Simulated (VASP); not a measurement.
# BP (F-43m) in VASP: notebook, part 2 of 2

VASP 6.6.1.

**5. Single point, PBE**

File INCAR:

```
SYSTEM = BP
ALGO = Normal
EDIFF = 1E-6
ENCUT = 520
GGA = PE
ISIF = 2
ISMEAR = -1
LASPH = .True.
LCHARG = .False.
LREAL = .False.
LWAVE = .False.
NBANDS = 11
NELM = 100
PREC = Accurate
SIGMA = 0.05
```

File KPOINTS:

```
k-points
0
Gamma
  6 6 6
  0 0 0
```

File POSCAR:

```
BP
1.0
    0.0000000000      2.2690000000      2.2690000000
    2.2690000000      0.0000000000      2.2690000000
    2.2690000000      2.2690000000      0.0000000000
P B
1 1
Direct
    0.7500000000      0.7500000000      0.7500000000
    0.0000000000      0.0000000000      0.0000000000
```

Potentials or basis: VASP PAW PBE potentials, release 64 (P, B).

Launch:

```sh
$ cat potpaw_PBE.64/P/POTCAR potpaw_PBE.64/B/POTCAR > POTCAR
$ mpirun -np 1 vasp_std > vasp.out
```

OUTCAR:

```text
SYSTEM = BP
   EDIFF = 1E-6
   ENCUT = 520
   GGA = PE
   ISIF = 2
   ISMEAR = -1
   LASPH = .True.
   LREAL = .False.
   NELM = 100
   PREC = Accurate

 ion  position               nearest neighbor table
   1  0.750  0.750  0.750-   2 1.97   2 1.97   2 1.97   2 1.97
   2  0.000  0.000  0.000-   1 1.97   1 1.97   1 1.97   1 1.97

  LATTYP: Found a face centered cubic cell.
 ALAT       =     4.5380000000

  Lattice vectors:

 A1 = (   0.0000000000,   2.2690000000,   2.2690000000)
 A2 = (   2.2690000000,   0.0000000000,   2.2690000000)
 A3 = (   2.2690000000,   2.2690000000,   0.0000000000)

Analysis of symmetry for initial positions (statically):
=====================================================================
 Subroutine PRICEL returns:
 Original cell was already a primitive cell.

 Routine SETGRP: Setting up the symmetry group for a
 face centered cubic supercell.

 Subroutine GETGRP returns: Found 24 space group operations
 (whereof 24 operations were pure point group operations)
 out of a pool of 48 trial point group operations.

The static configuration has the point symmetry T_d .

Analysis of symmetry for dynamics (positions and initial velocities):
=====================================================================
 Subroutine PRICEL returns:
 Original cell was already a primitive cell.

 Routine SETGRP: Setting up the symmetry group for a
 face centered cubic supercell.

 Subroutine GETGRP returns: Found 24 space group operations
 (whereof 24 operations were pure point group operations)
 out of a pool of 48 trial point group operations.

The dynamic configuration has the point symmetry T_d .

 Subroutine INISYM returns: Found 24 space group operations
 (whereof 24 operations are pure point group operations),
 and found     1 'primitive' translations

----------------------------------------------------------------------------------------

                                     Primitive cell

  volume of cell :      23.3633

  direct lattice vectors                    reciprocal lattice vectors
     0.000000000  2.269000000  2.269000000    -0.220361393  0.220361393  0.220361393
     2.269000000  0.000000000  2.269000000     0.220361393 -0.220361393  0.220361393
     2.269000000  2.269000000  0.000000000     0.220361393  0.220361393 -0.220361393

  length of vectors
     3.208850573  3.208850573  3.208850573     0.381677128  0.381677128  0.381677128

  position of ions in fractional coordinates (direct lattice)
     0.750000000  0.750000000  0.750000000
     0.000000000  0.000000000  0.000000000

  ion indices of the primitive-cell ions
   primitive index   ion index
                 1           1
                 2           2

----------------------------------------------------------------------------------------

 KPOINTS: k-points

Automatic generation of k-mesh.
 Grid dimensions read from file:
 generate k-points for:    6    6    6

 Generating k-lattice:

  Cartesian coordinates                     Fractional coordinates (reciprocal lattice)
    -0.036726899  0.036726899  0.036726899     0.166666667  0.000000000  0.000000000
     0.036726899 -0.036726899  0.036726899     0.000000000  0.166666667  0.000000000
     0.036726899  0.036726899 -0.036726899     0.000000000  0.000000000  0.166666667

  Length of vectors
     0.063612855  0.063612855  0.063612855

  Shift w.r.t. Gamma in fractional coordinates (k-lattice)
     0.000000000  0.000000000  0.000000000

 Subroutine IBZKPT returns following result:
 ===========================================

 Found     16 irreducible k-points:

 Following reciprocal coordinates:
            Coordinates               Weight
  0.000000  0.000000  0.000000      1.000000
  0.166667  0.000000  0.000000      8.000000
  0.333333  0.000000  0.000000      8.000000
  0.500000  0.000000  0.000000      4.000000
  0.166667  0.166667  0.000000      6.000000
  0.333333  0.166667  0.000000     24.000000
[... 8 lines left out ...]
 -0.333333  0.333333  0.166667     24.000000
 -0.333333  0.500000  0.166667     12.000000
   k-points           NKPTS =     16   k-points in BZ     NKDIM =     16   number of bands    NBANDS=     11
   number of dos      NEDOS =    301   number of ions     NIONS =      2
   total plane-waves  NPLWV =  13824
   dimension x,y,z NGX =    24 NGY =   24 NGZ =   24
   dimension x,y,z NGXF=    48 NGYF=   48 NGZF=   48
   ions per type =               1   1
   NGX,Y,Z   is equivalent  to a cutoff of  12.43, 12.43, 12.43 a.u.
   NGXF,Y,Z  is equivalent  to a cutoff of  24.87, 24.87, 24.87 a.u.
 SYSTEM =  BP
   PREC   = accura    normal or accurate (medium, high low for compatibility)
   ISTART =      0    job   : 0-new  1-cont  2-samecut
   ICHARG =      2    charge: 1-file 2-atom 10-const
   ISPIN  =      1    spin polarized calculation?
   LNONCOLLINEAR =      F non collinear calculations
   LSORBIT =      F    spin-orbit coupling
   LASPH  =      T    aspherical Exc in radial PAW
   ENCUT  =  520.0 eV  38.22 Ry    6.18 a.u.   5.97  5.97  5.97*2*pi/ulx,y,z
   NELM   =    100;   NELMIN=  2; NELMDL= -5     # of ELM steps
   EDIFF  = 0.1E-05   stopping-criterion for ELM
   LREAL  =      F    real-space projection
   EDIFFG = 0.1E-04   stopping-criterion for IOM
   NSW    =      0    number of steps for IOM
   IBRION =     -1    ionic relax: 0-MD 1-quasi-New 2-CG
   NFREE  =      0    steps in history (QN), initial steepest desc. (CG)
   ISIF   =      2    stress and relaxation
   ISYM   =      2    0-nonsym 1-usesym 2-fastsym
   POTIM  = 0.5000    time-step for ionic-motion
   TEBEG  =    0.0;   TEEND  =   0.0 temperature during run
   PSTRESS=    0.0 pullay stress
   NELECT =       8.0000    total number of electrons
   NUPDOWN=      -1.0000    fix difference up-down
   EMIN   =  10.00;   EMAX   =-10.00  energy-range for DOS
[... 5 lines left out ...]
     AMIX     =   0.40;   BMIX     =  1.00
     AMIX_MAG =   1.60;   BMIX_MAG =  1.00
  volume/ion in A,a.u.               =      11.68        78.83
  Fermi-wavevector in a.u.,A,eV,Ry     =   1.145320  2.164342 17.847562  1.311759
  Thomas-Fermi vector in A             =   2.282009
   LORBIT       =      0    0 simple, 1 ext, 2 COOP (PROOUT), +10 PAW based schemes
   GGA     = PE    functional components
   LHFCALC =     F    Hartree Fock is set to
   AEXX    =    0.0000 exact exchange contribution
   IVDW    =     0    specifies the selected vdW correction
   LEPSILON=     F    determine dielectric tensor
   LRPA    =     F    only Hartree local field effects (RPA)
 non-spin polarized calculation
  energy-cutoff  :      520.00
  volume of cell :       23.36
 maximum number of plane-waves:       636
   NGX = 11   NGY = 11   NGZ = 11

 number of electron       8.0000000 magnetization

 Free energy of the ion-electron system (eV)
  ---------------------------------------------------
  ext. energy  EPLUGINS =         0.00000000
  ---------------------------------------------------
  free energy    TOTEN  =       -12.91332664 eV

  energy without entropy =      -12.91332655  energy(sigma->0) =      -12.91332660

 E-fermi :   8.0897     XC(G=0): -10.9043

 val. band max:        7.4390254139   @ k =   0.0000   0.0000   0.0000
 cond. band min:       8.7680035089   @ k =   0.5000   0.5000   0.0000
 fundamental gap:      1.3289780950
 Fermi energy:         8.0897359629

 k-point     1 :       0.0000    0.0000    0.0000
  band No.  band energies     occupation
      1      -8.0235      2.00000
      2       7.4390      2.00000
      3       7.4390      2.00000
      4       7.4390      2.00000
      5      10.8370      0.00000
      6      10.8370      0.00000
      7      10.8370      0.00000
      8      14.8135      0.00000
      9      18.9501      0.00000
     10      19.5638      0.00000
     11      19.5638      0.00000
[... 197 lines left out ...]
 k-point    16 :      -0.3333    0.5000    0.1667
  band No.  band energies     occupation
      1      -2.9693      2.00000
      2      -0.7859      2.00000
      3       2.1366      2.00000
      4       2.2604      2.00000
      5      11.2697      0.00000
      6      11.8871      0.00000
      7      16.5645      0.00000
      8      17.2184      0.00000
      9      20.3811      0.00000
     10      23.6354      0.00000
     11      23.9145      0.00000

------------------------ aborting loop because EDIFF is reached ----------------------------------------

  FORCE on cell =-STRESS in cart. coord.  units (eV):
  Direction    XX          YY          ZZ          XY          YZ          ZX
  --------------------------------------------------------------------------------------
  -------------------------------------------------------------------------------------
  Total        0.1499065      0.1499065      0.1499065      0.0000000      0.0000000     -0.0000000
  in kB       10.2801087     10.2801087     10.2801087      0.0000000      0.0000000     -0.0000000
  external PRESSURE =      10.2801087 kB  Pullay stress =       0.0000000 kB

 VOLUME and BASIS-vectors are now :
 -----------------------------------------------------------------------------
  energy-cutoff  :      520.00
  volume of cell :       23.36
      direct lattice vectors                 reciprocal lattice vectors
     0.000000000  2.269000000  2.269000000    -0.220361393  0.220361393  0.220361393
     2.269000000  0.000000000  2.269000000     0.220361393 -0.220361393  0.220361393
     2.269000000  2.269000000  0.000000000     0.220361393  0.220361393 -0.220361393

 POSITION                                       TOTAL-FORCE (eV/Angst)
 -----------------------------------------------------------------------------------
      3.40350      3.40350      3.40350        -0.000000     -0.000000     -0.000000
      0.00000      0.00000      0.00000         0.000000      0.000000      0.000000
 -----------------------------------------------------------------------------------
    total drift:                               -0.000000     -0.000000     -0.000000

  FREE ENERGIE OF THE ION-ELECTRON SYSTEM (eV)
  ---------------------------------------------------
  free  energy   TOTEN  =       -12.9133266447 eV

  energy  without entropy=      -12.9133265549  energy(sigma->0) =      -12.91332660
```

Wall time 5.1 s (1 thread of Intel Xeon 6975P-C, shared host); peak memory 0.13 GiB.

What came out:

```
Free energy            : -12.9133 eV
Pressure               : 1.0 GPa
Band gap on the k mesh : 1.33 eV, indirect (least direct gap 3.40 eV)
```

Levels at points of the mesh, in eV from the valence-band top:
| k point | band 1 | band 2 | band 3 | band 4 | band 5 | band 6 | band 7 | band 8 | band 9 |
| --- | --- | --- | --- | --- | --- | --- | --- | --- | --- |
| (0.00, 0.00, 0.00) | -15.46 | 0.00 | 0.00 | 0.00 | 3.40 | 3.40 | 3.40 | 7.37 | 11.51 |
| (0.50, 0.00, 0.00) | -12.14 | -9.04 | -1.76 | -1.76 | 3.78 | 4.71 | 4.71 | 10.12 | 14.62 |
| (0.50, 0.50, 0.00) | -10.61 | -8.58 | -4.12 | -4.12 | 1.33 | 1.66 | 12.12 | 12.12 | 15.23 |

**6. Overview**

```csv
k mesh,smearing,gap on the mesh (eV),pressure (GPa)
10 × 10 × 10,gaussian 0.015 eV,1.24,0.9
10 × 10 × 10,gaussian 0.014 eV,1.24,0.9
10 × 10 × 10,gaussian 0.029 eV,1.24,0.9
6 × 6 × 6,fermi-dirac 0.05 eV,1.33,1.0
```

Alike in all rows: task single point; level PBE; potentials or basis VASP PAW PBE potentials, release 64 (P, B); no spin polarisation; cell as given; cutoff (eV) 520.

On the cell as given the gap runs from 1.24 eV (PBE) to 1.33 eV (PBE); the meshes differ, which moves gaps too.

Total energies depend on the potentials used, so only differences within one code and one set of settings carry meaning.
